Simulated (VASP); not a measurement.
Here is a VASP 6.6.1 calculation.

INCAR

```
SYSTEM = Ga2Sb2CO
PREC = Accurate
ENCUT = 520
EDIFF = 1E-6
ISMEAR = 0
SIGMA = 0.1
LREAL = .False.
LASPH = .True.
NELM = 120
ALGO = Normal
ISIF = 2
LWAVE = .False.
LCHARG = .True.
LDIPOL = .True.
IDIPOL = 3
DIPOL = 0.5 0.5 0.348
GGA = PE
IVDW = 12
LELF = .True.
LVHAR = .True.
LVACPOTAV = .True.
NBANDS = 42
GGA_COMPAT = .False.
NELMDL = -8
```

File KPOINTS:

```
regular mesh
0
Gamma
  6 6 1
  0 0 0
```

POSCAR

```
Ga2Sb2CO
1.0
    4.3343814647      0.0000000000      0.0000000000
   -2.1671907324      3.7536844581      0.0000000000
    0.0000000000      0.0000000000     23.6197422994
Sb Ga O C
2 2 1 1
Direct
    0.0000000000      0.0000000000      0.1693498578
    0.3333333333      0.6666666667      0.3259656336
    0.3333333333      0.6666666667      0.2068080104
    0.6666666667      0.3333333333      0.3585874135
    1.3333333333      0.6666666667      0.4898335533
    1.3333333333      0.6666666667      0.5385216375
```

Potentials or basis: VASP PAW PBE potentials, release 64 (Sb_d_GW, Ga_d, O, C).

Launch:

```sh
$ cat potpaw_PBE.64/Sb_d_GW/POTCAR potpaw_PBE.64/Ga_d/POTCAR potpaw_PBE.64/O/POTCAR potpaw_PBE.64/C/POTCAR > POTCAR
$ mpirun -np 1 vasp_std > vasp.out
```

Question: Estimate the band gap on the k mesh.

Answer: 0.02 eV (least direct gap 0.18 eV).

Question: What does it give for the largest force?

Answer: 0.708 eV/Å.

Question: Estimate the dispersion energy per atom.

Answer: -0.167 eV.

Forces in eV/Å, atoms in the order of the input:
```
Sb   0.000  0.000  0.156
Sb   0.000  0.000 -0.075
Ga   0.000  0.000 -0.120
Ga   0.000  0.000 -0.004
O    0.000  0.000  0.708
C    0.000  0.000 -0.665
```

Caveat: spin-orbit coupling is left out, which moves the levels of the heavy elements.
